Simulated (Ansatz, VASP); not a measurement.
One calculation of Cd2Se5, two programs

```
Cd Se
1.0
     4.27501    0.00000    0.00000
    -2.13750    3.70227    0.00000
     0.00000    0.00000   12.41644
Cd Se
2 5
Direct
  0.33333 0.66667 0.08471
  0.66667 0.33333 0.91529
  0.66667 0.33333 0.15413
  0.33333 0.66667 0.84587
  0.33333 0.66667 0.39451
  0.66667 0.33333 0.60549
  0.00000 0.00000 0.50000
```

Alike in both runs: functional PBE; k mesh 4 × 4 × 2; occupations gaussian, width 0.2 eV; no spin polarisation.

Ansatz relaxed the structure, and its values are those at the end. VASP's run is a single point on that final structure, the one shown.

```csv
,VASP,Ansatz
version,VASP 6.6.1,Ansatz 0.2.0
potentials or method,"VASP PAW PBE potentials, release 64 (Cd, Se), cutoff 520 eV","scalar-relativistic, plane waves, PAW"
valence electrons in the cell,54,120
```

VASP gave:

* gap on the k mesh at the Fermi level (eV): none
* pressure (GPa): 0.2
* rms of the force components (eV/Å): 0.012

Question: Estimate Ansatz's values.

Answer: gap on the k mesh at the Fermi level (eV): none; pressure (GPa): 0.0; rms of the force components (eV/Å): 0.003.

A gap of «none» marks a metal or a gap that the smearing closes. VASP's potentials hold 54 valence electrons a cell and Ansatz's 120, so a difference there can come from the potentials and not from the codes.

The k mesh is coarse, so the values compare programs but aren't converged.
